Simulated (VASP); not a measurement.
# Fe (Fd-3m) in VASP: further runs, part 2 of 2

VASP 6.6.1. The steps go on from the part before.

## 3. Single point, RPBE, collinear spin, ferromagnetic start

This run uses another cell than the first one, of 14.83 Å³/atom.

INCAR reads:

```
SYSTEM = Fe
PREC = Accurate ; ENCUT = 520
EDIFF = 1E-6 ; ISMEAR = -1
SIGMA = 0.05 ; LREAL = .False.
LASPH = .True. ; NELM = 150
ALGO = Normal ; ISIF = 2
LWAVE = .False. ; LCHARG = .False.
ISPIN = 2 ; MAGMOM = 2.5 2.5
LORBIT = 11 ; LMAXMIX = 4
GGA = RP ; NBANDS = 19
```

KPOINTS reads:

```
regular mesh
0
Gamma
  18 18 18
  0 0 0
```

POSCAR reads:

```
Fe
1.0
    0.0000000000      2.4570932010      2.4570932010
    2.4570932010      0.0000000000      2.4570932010
    2.4570932010      2.4570932010      0.0000000000
Fe
2
Direct
    0.1250000000      0.1250000000      0.1250000000
    0.8750000000      0.8750000000      0.8750000000
```

Potentials or basis: VASP PAW PBE potentials, release 64 (Fe).

Launch:

```console
$ cat potpaw_PBE.64/Fe/POTCAR > POTCAR
$ mpirun -np 1 vasp_std > vasp.out
```

OUTCAR:

```text
SYSTEM = Fe
   PREC = Accurate
   ENCUT = 520
   EDIFF = 1E-6
   ISMEAR = -1
   LREAL = .False.
   LASPH = .True.
   NELM = 150
   ISIF = 2
   ISPIN = 2
   LORBIT = 11
   GGA = RP

 ion  position               nearest neighbor table
   1  0.125  0.125  0.125-   2 2.13   2 2.13   2 2.13   2 2.13
   2  0.875  0.875  0.875-   1 2.13   1 2.13   1 2.13   1 2.13

  LATTYP: Found a face centered cubic cell.
 ALAT       =     4.9141864020

  Lattice vectors:

 A1 = (   0.0000000000,   2.4570932010,   2.4570932010)
 A2 = (   2.4570932010,   0.0000000000,   2.4570932010)
 A3 = (   2.4570932010,   2.4570932010,   0.0000000000)

Analysis of symmetry for initial positions (statically):
=====================================================================
 Subroutine PRICEL returns:
 Original cell was already a primitive cell.

 Routine SETGRP: Setting up the symmetry group for a
 face centered cubic supercell.

 Subroutine GETGRP returns: Found 48 space group operations
 (whereof 12 operations were pure point group operations)
 out of a pool of 48 trial point group operations.

The static configuration has the point symmetry D_3d.
 The point group associated with its full space group is O_h .

Analysis of symmetry for dynamics (positions and initial velocities):
=====================================================================
 Subroutine PRICEL returns:
 Original cell was already a primitive cell.

 Routine SETGRP: Setting up the symmetry group for a
 face centered cubic supercell.

 Subroutine GETGRP returns: Found 48 space group operations
 (whereof 12 operations were pure point group operations)
 out of a pool of 48 trial point group operations.

The dynamic configuration has the point symmetry D_3d.
 The point group associated with its full space group is O_h .

Analysis of structural, dynamic, and magnetic symmetry:
=====================================================================
 Subroutine PRICEL returns:
 Original cell was already a primitive cell.

 Routine SETGRP: Setting up the symmetry group for a
 face centered cubic supercell.

 Subroutine GETGRP returns: Found 48 space group operations
 (whereof 12 operations were pure point group operations)
 out of a pool of 48 trial point group operations.

The overall configuration has the point symmetry D_3d.
 The point group associated with its full space group is O_h .

 Subroutine INISYM returns: Found 48 space group operations
 (whereof 12 operations are pure point group operations),
 and found     1 'primitive' translations

----------------------------------------------------------------------------------------

                                     Primitive cell

  volume of cell :      29.6685

  direct lattice vectors                    reciprocal lattice vectors
     0.000000000  2.457093201  2.457093201    -0.203492484  0.203492484  0.203492484
     2.457093201  0.000000000  2.457093201     0.203492484 -0.203492484  0.203492484
     2.457093201  2.457093201  0.000000000     0.203492484  0.203492484 -0.203492484

  length of vectors
     3.474854529  3.474854529  3.474854529     0.352459322  0.352459322  0.352459322

  position of ions in fractional coordinates (direct lattice)
     0.125000000  0.125000000  0.125000000
[... 70 lines left out ...]
   ISTART =      0    job   : 0-new  1-cont  2-samecut
   ICHARG =      2    charge: 1-file 2-atom 10-const
   ISPIN  =      2    spin polarized calculation?
   LNONCOLLINEAR =      F non collinear calculations
   LSORBIT =      F    spin-orbit coupling
   LASPH  =      T    aspherical Exc in radial PAW
   ENCUT  =  520.0 eV  38.22 Ry    6.18 a.u.   6.46  6.46  6.46*2*pi/ulx,y,z
   NELM   =    150;   NELMIN=  2; NELMDL= -5     # of ELM steps
   EDIFF  = 0.1E-05   stopping-criterion for ELM
   LREAL  =      F    real-space projection
   EDIFFG = 0.1E-04   stopping-criterion for IOM
   NSW    =      0    number of steps for IOM
   IBRION =     -1    ionic relax: 0-MD 1-quasi-New 2-CG
   NFREE  =      0    steps in history (QN), initial steepest desc. (CG)
   ISIF   =      2    stress and relaxation
   ISYM   =      2    0-nonsym 1-usesym 2-fastsym
   POTIM  = 0.5000    time-step for ionic-motion
   TEBEG  =    0.0;   TEEND  =   0.0 temperature during run
   PSTRESS=    0.0 pullay stress
   NELECT =      16.0000    total number of electrons
   NUPDOWN=      -1.0000    fix difference up-down
   EMIN   =  10.00;   EMAX   =-10.00  energy-range for DOS
   EFERMI =   0.00;   METHOD = LEGACY
   ISMEAR =    -1;   SIGMA  =   0.05  broadening in eV -4-tet -1-fermi 0-gaus
   EFERMI_NEDOS =   21; number of points for ismear=-14 and -15
   IALGO  =     38    algorithm
   IMIX   =      4    mixing-type and parameters
     AMIX     =   0.40;   BMIX     =  1.00
     AMIX_MAG =   1.60;   BMIX_MAG =  1.00
  volume/ion in A,a.u.               =      14.83       100.11
  Fermi-wavevector in a.u.,A,eV,Ry     =   1.332549  2.518153 24.159687  1.775687
  Thomas-Fermi vector in A             =   2.461475
   LORBIT       =     11    0 simple, 1 ext, 2 COOP (PROOUT), +10 PAW based schemes
   GGA     = RP    functional components
   LHFCALC =     F    Hartree Fock is set to
   AEXX    =    0.0000 exact exchange contribution
   IVDW    =     0    specifies the selected vdW correction
   LEPSILON=     F    determine dielectric tensor
   LRPA    =     F    only Hartree local field effects (RPA)
 spin polarized calculation
  energy-cutoff  :      520.00
  volume of cell :       29.67
 maximum number of plane-waves:       822
 NGX is ok and might be reduce to    28
   NGX = 13   NGY = 13   NGZ = 13

 number of electron      15.9999999 magnetization       0.0002041

 Free energy of the ion-electron system (eV)
  ---------------------------------------------------
  ext. energy  EPLUGINS =         0.00000000
  ---------------------------------------------------
  free energy    TOTEN  =       -12.94910391 eV

  energy without entropy =      -12.92732077  energy(sigma->0) =      -12.93821234

 E-fermi :   3.5159     XC(G=0): -11.2907

 val. band max:        3.5136452080   @ k =   0.2778   0.1667   0.0000
 cond. band min:       3.5159401371   @ k =   0.3889   0.0000   0.0000
 fundamental gap:      0.0022949292
 Fermi energy:         3.5159158951

 spin component 1

 k-point     1 :       0.0000    0.0000    0.0000
  band No.  band energies     occupation
      1      -3.0090      1.00000
      2       0.8784      1.00000
      3       0.8784      1.00000
      4       1.1475      1.00000
      5       1.1475      1.00000
      6       1.1475      1.00000
[... 517 lines left out ...]
     18      20.7704      0.00000
     19      21.0114      0.00000

 [... further k-points ...]

 spin component 2

 k-point     1 :       0.0000    0.0000    0.0000
  band No.  band energies     occupation
      1      -3.0090      1.00000
      2       0.8786      1.00000
      3       0.8786      1.00000
      4       1.1475      1.00000
      5       1.1475      1.00000
      6       1.1475      1.00000
[... 517 lines left out ...]
     18      20.7704      0.00000
     19      21.0113      0.00000

 [... further k-points ...]

------------------------ aborting loop because EDIFF is reached ----------------------------------------

  FORCE on cell =-STRESS in cart. coord.  units (eV):
  Direction    XX          YY          ZZ          XY          YZ          ZX
  --------------------------------------------------------------------------------------
  -------------------------------------------------------------------------------------
  Total       -0.2318260     -0.2318260     -0.2318260     -0.0000000      0.0000000      0.0000000
  in kB      -12.5192367    -12.5192367    -12.5192367     -0.0000000      0.0000000      0.0000000
  external PRESSURE =     -12.5192367 kB  Pullay stress =       0.0000000 kB

 VOLUME and BASIS-vectors are now :
 -----------------------------------------------------------------------------
  energy-cutoff  :      520.00
  volume of cell :       29.67
      direct lattice vectors                 reciprocal lattice vectors
     0.000000000  2.457093201  2.457093201    -0.203492484  0.203492484  0.203492484
     2.457093201  0.000000000  2.457093201     0.203492484 -0.203492484  0.203492484
     2.457093201  2.457093201  0.000000000     0.203492484  0.203492484 -0.203492484

 POSITION                                       TOTAL-FORCE (eV/Angst)
 -----------------------------------------------------------------------------------
      0.61427      0.61427      0.61427         0.000000      0.000000      0.000000
      4.29991      4.29991      4.29991        -0.000000     -0.000000     -0.000000
 -----------------------------------------------------------------------------------
    total drift:                                0.000000     -0.000000     -0.000000

  FREE ENERGIE OF THE ION-ELECTRON SYSTEM (eV)
  ---------------------------------------------------
  free  energy   TOTEN  =       -12.9491039093 eV

  energy  without entropy=      -12.9273207685  energy(sigma->0) =      -12.93821234

 total charge

# of ion       s       p       d       tot
------------------------------------------
    1        0.573   0.421   6.435   7.429
    2        0.573   0.421   6.435   7.429
--------------------------------------------------
tot          1.145   0.843  12.870  14.858

 magnetization (x)

# of ion       s       p       d       tot
------------------------------------------
    1       -0.000  -0.000   0.000   0.000
    2       -0.000  -0.000   0.000   0.000
--------------------------------------------------
tot         -0.000  -0.000   0.000   0.000
```

OSZICAR:

```text
N       E                     dE             d eps       ncg     rms          rms(c)
DAV:   1     0.851288471918E+02    0.85129E+02   -0.68880E+03 15004   0.990E+02
DAV:   2    -0.967797939819E+01   -0.94807E+02   -0.82875E+02 14889   0.197E+02
DAV:   3    -0.131751587871E+02   -0.34972E+01   -0.33524E+01 16561   0.502E+01
DAV:   4    -0.132065226519E+02   -0.31364E-01   -0.31348E-01 16853   0.450E+00
DAV:   5    -0.132069257538E+02   -0.40310E-03   -0.40309E-03 16677   0.472E-01    0.152E+01
DAV:   6    -0.131085691427E+02    0.98357E-01   -0.58883E+00 17868   0.441E+01    0.344E+00
DAV:   7    -0.129343861217E+02    0.17418E+00   -0.73047E-01 17874   0.160E+01    0.228E+00
DAV:   8    -0.129417038473E+02   -0.73177E-02   -0.18590E-02 19844   0.202E+00    0.103E+00
DAV:   9    -0.129468714965E+02   -0.51676E-02   -0.60339E-03 20747   0.120E+00    0.596E-01
DAV:  10    -0.129489986327E+02   -0.21271E-02   -0.25352E-03 21640   0.816E-01    0.994E-02
DAV:  11    -0.129490620198E+02   -0.63387E-04   -0.18934E-04 19308   0.164E-01    0.719E-02
DAV:  12    -0.129490982563E+02   -0.36236E-04   -0.41337E-05 21482   0.108E-01    0.111E-02
DAV:  13    -0.129491015804E+02   -0.33241E-05   -0.48799E-06 19105   0.225E-02    0.933E-03
DAV:  14    -0.129491029694E+02   -0.13891E-05   -0.32185E-07  8777   0.120E-02    0.406E-03
DAV:  15    -0.129491039093E+02   -0.93985E-06   -0.32149E-07  8477   0.937E-03
   1 F= -.12949104E+02 E0= -.12938212E+02  d E =-.217831E-01  mag=     0.0002
```

Run time: 8.2 min. Hardware: 1 thread of AMD EPYC 7R13, shared host; peak memory 0.26 GiB.

Results:

- Free energy: -12.9491 eV
- Pressure: -1.3 GPa
- Band gap on the k mesh: zero (filled and empty bands overlap)
- Net moment: 0.00 μB per cell
- Valence electrons inside the program's atomic spheres: Fe 7.43

Caveat: the moments typed at the start vanished in this run; the PAW data sets were made with another functional, which shifts forces and pressure a little.

## 4. Single point, RPBE, collinear spin, ferromagnetic start (16.02 Å³/atom)

This run uses another cell than the first one, of 16.02 Å³/atom.

INCAR reads:

```
SYSTEM = Fe
PREC     = Accurate       ! precision mode
ENCUT    = 520            ! plane-wave cutoff, eV
EDIFF    = 1E-6           ! SCF threshold, eV
ISMEAR   = -1             ! smearing method
SIGMA    = 0.05           ! smearing width, eV
LREAL    = .FALSE.        ! projectors in reciprocal space
LASPH    = .TRUE.         ! aspherical terms in the spheres
NELM     = 150            ! most SCF steps
ALGO     = Normal         ! electronic algorithm
ISIF     = 2              ! what is computed and relaxed
LWAVE    = .FALSE.        ! write WAVECAR
LCHARG   = .TRUE.         ! write CHGCAR
ISPIN    = 2              ! spin polarisation
MAGMOM   = 2.5 2.5        ! initial moments
LORBIT   = 11             ! projections on sites
LMAXMIX  = 4              ! l up to which the mixer works
GGA      = RP             ! functional
LELF     = .TRUE.         ! ELF
LVHAR    = .TRUE.       
NBANDS   = 19             ! bands
```

KPOINTS reads:

```
Automatic mesh
0
G
  18 18 18
  0 0 0
```

POSCAR reads:

```
Fe
1.0
    0.0000000000      2.5209421635      2.5209421635
    2.5209421635      0.0000000000      2.5209421635
    2.5209421635      2.5209421635      0.0000000000
Fe
2
Direct
    0.1250000000      0.1250000000      0.1250000000
    0.8750000000      0.8750000000      0.8750000000
```

Launch:

```console
$ cat potpaw_PBE.64/Fe/POTCAR > POTCAR
$ mpirun -np 1 vasp_std > vasp.out
```

It took 11 min on 1 thread of AMD EPYC 7R13, shared host; peak memory 0.27 GiB.

It converged, with:

| Item | Value |
| --- | --- |
| Free energy | -12.8613 eV |
| Pressure | -10.0 GPa |
| Band gap on the k mesh | zero (filled and empty bands overlap) |
| Net moment | 0.00 μB per cell |
| Valence electrons inside the program's atomic spheres | Fe 7.29 |

Levels at points of the mesh, in eV from the Fermi level:
Spin up:
```csv
k point,band 4,band 5,band 6,band 7,band 8,band 9,band 10,band 11,band 12,band 13
"(0.00, 0.00, 0.00)",-2.17,-2.17,-2.17,-0.33,-0.33,-0.33,1.05,1.05,13.25,13.25
"(0.50, 0.00, 0.00)",-2.24,-2.17,-2.17,-0.98,0.13,0.13,0.84,0.84,2.17,9.88
"(0.50, 0.50, 0.00)",-2.10,-1.34,-1.34,-0.63,-0.63,1.02,1.02,2.45,2.45,5.11
```
Spin down:
```csv
k point,band 6,band 7,band 8,band 9,band 10,band 11
"(0.00, 0.00, 0.00)",-2.17,-0.33,-0.33,-0.33,1.05,1.05
"(0.50, 0.00, 0.00)",-2.17,-0.98,0.13,0.13,0.84,0.84
"(0.50, 0.50, 0.00)",-1.34,-0.63,-0.63,1.02,1.02,2.45
```

Caveat: the cell stands under tension; the moments typed at the start vanished in this run; the PAW data sets were made with another functional, which shifts forces and pressure a little.
